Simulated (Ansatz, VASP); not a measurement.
# One calculation of Au, two programs

Contents of INCAR:

```
PREC = Accurate
ENCUT = 520
EDIFF = 1E-6
ISMEAR = 0
SIGMA = 0.15
LREAL = False
LASPH = True
NELM = 100
ALGO = Fast
ISIF = 2
LWAVE = False
LCHARG = False
GGA = CA
NBANDS = 18
```

Contents of KPOINTS:

```
regular mesh
0
Gamma
  22 22 12
```

The input POSCAR:

```
Au
1.0
    1.4306453809     -2.5909501575      0.0000000000
    1.4306453809      2.5909501575      0.0000000000
    0.0000000000      0.0000000000      4.7617993547
Au
2
Direct
    0.6653279700      0.3346720300      0.2500000000
    0.3346720300      0.6653279700      0.7500000000
```

Input for Ansatz:

```yaml
crystal:
  lattice:
    - [1.4306453809, -2.5909501575, 0.0]
    - [1.4306453809, 2.5909501575, 0.0]
    - [0.0, 0.0, 4.7617993547]
  atoms:
    - { symbol: Au, position: [0.66532797, 0.33467203, 0.25] }
    - { symbol: Au, position: [0.33467203, 0.66532797, 0.75] }
basis:
  ecutwfc: 420
kpoints:
  mp_grid: { grid: [22, 22, 12] }
hamiltonian:
  xc: lda
scf:
  occupations: { method: gaussian, width: 0.15 }
output:
  forces: true
  stress: true
  eigenvalues: true
```

Alike in both runs: task single point; functional LDA; k mesh 22 × 22 × 12; occupations gaussian, width 0.15 eV; no spin polarisation.

|  | VASP | Ansatz |
| --- | --- | --- |
| version | VASP 6.6.1 | Ansatz 0.2.0 |
| potentials or method | VASP PAW LDA potentials, release 64 (Au), cutoff 520 eV | scalar-relativistic, plane waves, PAW |
| valence electrons in the cell | 22 | 38 |

Ansatz gave:

```
gap on the k mesh at the Fermi level (eV)                     : none
pressure (GPa)                                                : -9.8
traceless stress, the component that is largest in VASP (GPa) : 1.53
rms of the force components (eV/Å)                            : 0.011
```

Task: Estimate VASP's values.

Result: gap on the k mesh at the Fermi level (eV): none; pressure (GPa): -9.4; traceless stress, the component that is largest in VASP (GPa): 1.50; rms of the force components (eV/Å): 0.012.

LDA's correlation is that of Perdew and Zunger in VASP and of Perdew and Wang (1992) in Ansatz. Atom by atom the forces differ by 0.001 eV/Å (rms over components). A gap of «none» marks a metal or a gap that the smearing closes. VASP's potentials hold 22 valence electrons a cell and Ansatz's 38, so a difference there can come from the potentials and not from the codes.

Neither program's run includes spin-orbit coupling.
